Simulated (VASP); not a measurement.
Crystal: KRe3.

```
CELL_PARAMETERS angstrom
3.10767 0.00000 0.00000
0.00000 3.10767 0.00000
0.00000 0.00000 8.72560
ATOMIC_POSITIONS crystal
K 0.00000 0.00000 0.50000
Re 0.50000 0.50000 0.16232
Re 0.50000 0.50000 0.83768
Re 0.00000 0.00000 0.00000
```

The cell was generated, and may not be a known phase.

| Quantity | Value |
| --- | --- |
| Program | VASP 6.6.1 |
| Task | relaxation of cell and atoms |
| Functional | PBE |
| Potentials or basis | VASP PAW PBE potentials, release 64 (K_sv, Re) |
| Cutoff | 600 eV |
| k mesh | 14 × 14 × 6 |
| Occupations | gaussian, width 0.1 eV |
| Spin | no spin polarisation |

At the start: pressure -0.5 GPa; volume 21.07 Å³/atom.

Problem. Where does the relaxation end?

Solution. Over 17 steps the energy falls by 2.6 meV/atom and the volume is 21.20 Å³/atom (+0.6 %); space group P4/mmm (No. 123, to 0.1 Å) before and after.

The path:
```
step  energy change (eV)  largest force (eV/Å)  pressure (GPa)  volume (Å³)
   1              0.0000                0.2573           -0.46        84.27
   2             -0.0025                0.1489            1.88        83.53
   3             -0.0044                0.0110            0.97        83.81
   4             -0.0086                0.0012            0.61        84.17
   5             -0.0103                0.0110            0.24        84.55
   6             -0.0103                0.0548           -0.15        84.72
   7             -0.0104                0.0228            0.03        84.63
   8             -0.0104                0.0259            0.04        84.64
   9             -0.0104                0.0437           -0.06        84.68
  10             -0.0104                0.0237           -0.02        84.65
  11             -0.0104                0.0220           -0.01        84.64
  12             -0.0104                0.0242            0.00        84.64
  13             -0.0104                0.0133            0.03        84.66
  14             -0.0105                0.0008            0.09        84.71
  15             -0.0105                0.0081            0.08        84.73
  16             -0.0105                0.0024            0.06        84.72
  17             -0.0105                0.0041            0.01        84.80
```

Final structure:
```
K Re
1.0
     3.13412    0.00000    0.00000
     0.00000    3.13412    0.00000
     0.00000    0.00000    8.63336
K Re
1 3
Cartesian
  0.0000 0.0000 4.3167
  1.5671 1.5671 1.3789
  1.5671 1.5671 7.2545
  0.0000 0.0000 0.0000
```
